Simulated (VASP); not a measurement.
Runs of VASP 6.6.1 on Ge. The structure is that of space group Fmmm (No. 69), or close to it. The cells are those of the table. 

| cell | gap on the mesh (eV) | pressure (GPa) | largest force (eV/Å) |
| --- | --- | --- | --- |
| a = 5.925, b = 5.803, c = 3.939 Å, angles 72.1, 68.7, 39.2°, 4 atoms | none | -6.4 | 0.03 |
| a = 6.026, b = 5.902, c = 4.006 Å, angles 72.1, 68.7, 39.2°, 4 atoms | none | (c) | 0.05 |
| a = 5.873, b = 5.752, c = 3.905 Å, angles 72.1, 68.7, 39.2°, 4 atoms | none | -4.9 | 0.02 |
| a = 5.821, b = 5.701, c = 3.870 Å, angles 72.1, 68.7, 39.2°, 4 atoms | none | -3.2 | 0.01 |
| a = 5.976, b = 5.853, c = 3.973 Å, angles 72.1, 68.7, 39.2°, 4 atoms | none | -7.7 | 0.04 |
| a = 5.712, b = 5.595, c = 3.798 Å, angles 72.1, 68.7, 39.2°, 4 atoms | none | (a) | (b) |
| a = 5.767, b = 5.648, c = 3.834 Å, angles 72.1, 68.7, 39.2°, 4 atoms | none | -1.2 | 0.04 |

Alike in all rows: task single point; level LDA; potentials or basis VASP PAW LDA potentials, release 64 (Ge_d); no spin polarisation; k mesh 6 × 6 × 6; cutoff (eV) 520; smearing gaussian 0.15 eV.

Q: Estimate the missing entries.

A: (a) 1.1; (b) 0.07; (c) -8.7.

A k mesh can miss the band edges, and the runs leave out spin-orbit coupling on Ge.

A gap of «none» marks levels without a gap at the run's occupations.
